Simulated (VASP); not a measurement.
Here is a VASP 6.6.1 calculation.

POSCAR

```
Tc
1.0
    0.0000000000      1.9500000000      1.9500000000
    1.9500000000      0.0000000000      1.9500000000
    1.9500000000      1.9500000000      0.0000000000
Tc
1
Direct
    0.0000000000      0.0000000000      0.0000000000
```

File INCAR.step1:

```
SYSTEM = Tc
PREC = Accurate ; ENCUT = 520
EDIFF = 1E-5 ; ISMEAR = -1
SIGMA = 0.05 ; LREAL = .False.
LASPH = .True. ; NELM = 100
ALGO = Normal ; ISIF = 2
LWAVE = .True. ; NBANDS = 12
GGA = PE
```

The input INCAR.step2:

```
SYSTEM = Tc
PREC = Accurate ; ENCUT = 520
EDIFF = 1E-6 ; ISMEAR = -1
SIGMA = 0.05 ; LREAL = .False.
LASPH = .True. ; NELM = 100
ALGO = Normal ; ISIF = 2
LWAVE = .False. ; LCHARG = .True.
METAGGA = R2SCAN ; LHFCALC = .True.
AEXX = 0.25 ; LMIXTAU = .True.
PRECFOCK = Normal ; LELF = .True.
LVHAR = .True. ; NBANDS = 12
ISTART = 1
```

Contents of KPOINTS:

```
regular mesh
0
Gamma
  7 7 7
  0 0 0
```

Potentials or basis: VASP PAW PBE potentials, release 64 (Tc_pv).

Run with:

```sh
$ cat potpaw_PBE.64/Tc_pv/POTCAR > POTCAR
$ cp INCAR.step1 INCAR
$ mpirun -np 1 vasp_std > vasp.out
$ cp INCAR.step2 INCAR
$ mpirun -np 1 vasp_std > vasp.out
```

**Question.** What does it give for the band gap on the k mesh?

**Answer.** Zero (an odd number of electrons rules out a gap without spin polarisation).

**Question.** Estimate the pressure.

**Answer.** -20.6 GPa.

Caveat: the k points lie up to 0.40 Å⁻¹ apart, too coarse for converged energies and pressures of a metal; the PAW data sets were made with another functional, which shifts forces and pressure a little.
